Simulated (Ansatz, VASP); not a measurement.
**Zn in VASP and in Ansatz**

```
CELL_PARAMETERS angstrom
0.00000 1.75050 2.47521
1.75050 0.00000 2.47521
1.75050 1.75050 0.00000
ATOMIC_POSITIONS crystal
Zn 0.00000 0.00000 0.00000
```

Alike in both runs: task single point; functional PBEsol; k mesh 22 × 22 × 22; occupations gaussian, width 0.15 eV; no spin polarisation.

|  | VASP | Ansatz |
| --- | --- | --- |
| version | VASP 6.6.1 | Ansatz 0.2.0 |
| potentials or method | VASP PAW PBE potentials, release 64 (Zn), cutoff 520 eV | scalar-relativistic, plane waves, PAW |
| valence electrons in the cell | 12 | 12 |

VASP gave:

```
gap on the k mesh at the Fermi level (eV)                     : none
pressure (GPa)                                                : 1.9
traceless stress, the component that is largest in VASP (GPa) : -7.67
```

Estimate Ansatz's values.

gap on the k mesh at the Fermi level (eV): none; pressure (GPa): 1.6; traceless stress, the component that is largest in VASP (GPa): -7.45.

VASP's potentials were made for PBE, not for PBEsol. A gap of «none» marks a metal or a gap that the smearing closes. With one functional, cell and mesh, what is left measures potentials, basis and numerics.
